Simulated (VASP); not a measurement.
Wanted: the native input for a VASP 6.6.1 run.

- Task: single point
- Functional: BLYP
- Dispersion: D3(BJ)
- Potentials or basis: VASP PAW PBE potentials, release 64 (Ti_sv)
- Cutoff: 520 eV
- k mesh: 11 × 11 × 11
- Occupations: gaussian, width 0.025 eV
- Spin: no spin polarisation
- Dipole correction: no
- Further INCAR settings: ALGO = Normal; EDIFF = 1e-06; NBANDS = 12

The structure of Ti lies in POSCAR:

```
Ti
1.0
    0.0000000000      2.0698140295      2.0698140295
    2.0698140295      0.0000000000      2.0698140295
    2.0698140295      2.0698140295      0.0000000000
Ti
1
Direct
    0.0000000000      0.0000000000      0.0000000000
```

These files were run (other wordings do the same):

INCAR

```
SYSTEM = Ti
PREC     = Accurate       ! precision mode
ENCUT    = 520            ! plane-wave cutoff, eV
EDIFF    = 1E-6           ! SCF threshold, eV
ISMEAR   = 0              ! smearing method
SIGMA    = 0.025          ! smearing width, eV
LREAL    = .FALSE.        ! projectors in reciprocal space
LASPH    = .TRUE.         ! aspherical terms in the spheres
NELM     = 80             ! most SCF steps
ALGO     = Normal         ! electronic algorithm
ISIF     = 2              ! what is computed and relaxed
LWAVE    = .FALSE.        ! write WAVECAR
LCHARG   = .TRUE.         ! write CHGCAR
GGA      = B5             ! functional
ALDAX    = 1.0          
AGGAX    = 1.0          
AGGAC    = 1.0          
ALDAC    = 0.0          
IVDW     = 12             ! dispersion correction
VDW_S6   = 1.0          
VDW_S8   = 2.6996       
VDW_A1   = 0.4298       
VDW_A2   = 4.2359       
LELF     = .TRUE.         ! ELF
LVHAR    = .TRUE.       
NBANDS   = 12             ! bands
```

KPOINTS

```
regular mesh
0
G
  11 11 11
  0 0 0
```

Potentials or basis: VASP PAW PBE potentials, release 64 (Ti_sv).

Command:

```bash
$ cat potpaw_PBE.64/Ti_sv/POTCAR > POTCAR
$ mpirun -np 1 vasp_std > vasp.out
```

It gave:

```yaml
Pressure: -13.4 GPa
Band_gap_on_the_k_mesh: zero (band 6 reaches 9.26 eV, above the bottom of band 7 at 8.19 eV)
Dispersion_energy_per_atom: -1.392 eV
```

Caveat: three body term missing; the PAW data sets were made with another functional, which shifts forces and pressure a little; pairwise dispersion overbinds metals, which lowers pressure and volume.

Run time: 28 s on 1 thread of Intel(R) Xeon(R) Platinum 8375C CPU @ 2.90GHz (Ice Lake) (shared host), peak memory 0.15 GiB.
